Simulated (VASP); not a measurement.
A run of VASP 6.6.1 is set up as follows.

File INCAR:

```
  PREC = Accurate
  ENCUT = 520
  EDIFF = 1E-6
  ISMEAR = -1
  SIGMA = 0.05
  LREAL = F
  LASPH = T
  NELM = 150
  ALGO = Normal
  ISIF = 2
  LWAVE = F
  LCHARG = F
  ISPIN = 2
  MAGMOM = 3 0
  LORBIT = 11
  LMAXMIX = 4
  GGA = PE
  NBANDS = 18
```

File KPOINTS:

```
regular mesh
0
Gamma
  10 10 10
```

Contents of POSCAR:

```
FeO
1.0
    2.6637075329      0.0000000000      0.0000000000
    0.0000000000      2.6637075329      0.0000000000
    0.0000000000      0.0000000000      2.6637075329
Fe O
1 1
Direct
    0.0000000000      0.0000000000      0.0000000000
    0.5000000000      0.5000000000      0.5000000000
```

Potentials or basis: VASP PAW PBE potentials, release 64 (Fe, O).

Command:

```console
$ cat potpaw_PBE.64/Fe/POTCAR potpaw_PBE.64/O/POTCAR > POTCAR
$ mpirun -np 1 vasp_std > vasp.out
```

Task: What does it give for the net moment?

Result: 4.00 μB per cell.

Task: Estimate the pressure.

Result: -3.1 GPa.

Task: Estimate the band gap on the k mesh.

Result: Zero (filled and empty bands overlap).

Caveat: a cell with one magnetic atom can't hold antiferromagnetic order, which such compounds often take; semilocal functionals often make such compounds metallic where correlation or magnetic order opens a gap, which also shifts bond lengths. With open d or f shells a metallic result of PBE can be an artefact of self-interaction; +U or a hybrid may open a gap.
